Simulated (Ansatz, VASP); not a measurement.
## One calculation of InSb, two programs

```
In Sb
1.0
     0.00000    3.27951    3.27951
     3.27951    0.00000    3.27951
     3.27951    3.27951    0.00000
In Sb
1 1
Direct
  0.00000 0.00000 0.00000
  0.25000 0.25000 0.25000
```

Alike in both runs: task single point; functional PBEsol; k mesh 4 × 4 × 4; occupations fermi-dirac, width 0.02 eV; no spin polarisation.

```csv
,VASP,Ansatz
version,VASP 6.6.1,Ansatz 0.2.0
potentials or method,"VASP PAW PBE potentials, release 64 (In_d, Sb)","plane waves, PAW"
plane-wave cutoff (eV),520,420
valence electrons in the cell,18,28
```

```tsv
	VASP	Ansatz	Ansatz less VASP
pressure (GPa)	-0.3	-0.3	-0.02
```

VASP's potentials were made for PBE, not for PBEsol. VASP's potentials hold 18 valence electrons a cell and Ansatz's 28, so a difference there can come from the potentials and not from the codes.

The k mesh is coarse, so the values compare programs but aren't converged. Spin-orbit coupling is off throughout.
